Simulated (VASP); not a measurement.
Runs of VASP 6.6.1 on HgTe. The structure is that of space group Fm-3m (No. 225), or close to it. The cells are those of the table. 

| task | level | potentials or basis | spin | cell | cutoff (eV) | smearing | gap on the mesh (eV) | pressure (GPa) |
| --- | --- | --- | --- | --- | --- | --- | --- | --- |
| single point | PBEsol+D4 | VASP PAW PBE potentials, release 64 (Hg, Te) | non-collinear, typed start, SOC | a = 4.497 Å, angles 60.0°, 2 atoms | 520 | tetrahedron | - | -7.3 |
| single point | LDA | VASP PAW LDA potentials, release 64 (Hg, Te) | off | a = 4.467 Å, angles 60.0°, 2 atoms | 520 | fermi-dirac 0.05 eV | none | -7.3 |
| relaxation of cell and atoms | PBEsol+D3(BJ) | VASP PAW PBE potentials, release 64 (Hg, Te) | off | relaxed from a = 4.497 Å, angles 60.0°, 2 atoms | 600 | fermi-dirac 0.05 eV | none | 0.0 |
| single point | PBE | VASP PAW PBE potentials, release 64 (Hg, Te) | off | a = 4.556 Å, angles 60.0°, 2 atoms | 500 | fermi-dirac 0.05 eV | none | -4.5 |
| single point | LDA | VASP PAW LDA potentials, release 64 (Hg, Te) | off | a = 4.436 Å, angles 60.0°, 2 atoms | 520 | fermi-dirac 0.05 eV | none | (a) |

Alike in all rows: k mesh 7 × 7 × 7.

Problem. Estimate the missing entries.

Solution. (a) -6.8.

Caveats: spin-orbit coupling is left out, which moves the levels of the heavy elements (some runs); the PAW data sets were made with another functional, which shifts forces and pressure a little (some runs); pairwise dispersion overbinds metals, which lowers pressure and volume (some runs).

A k mesh can miss the band edges, and rows without SOC leave out spin-orbit coupling on Hg, Te.

A gap of «none» marks levels without a gap at the run's occupations.
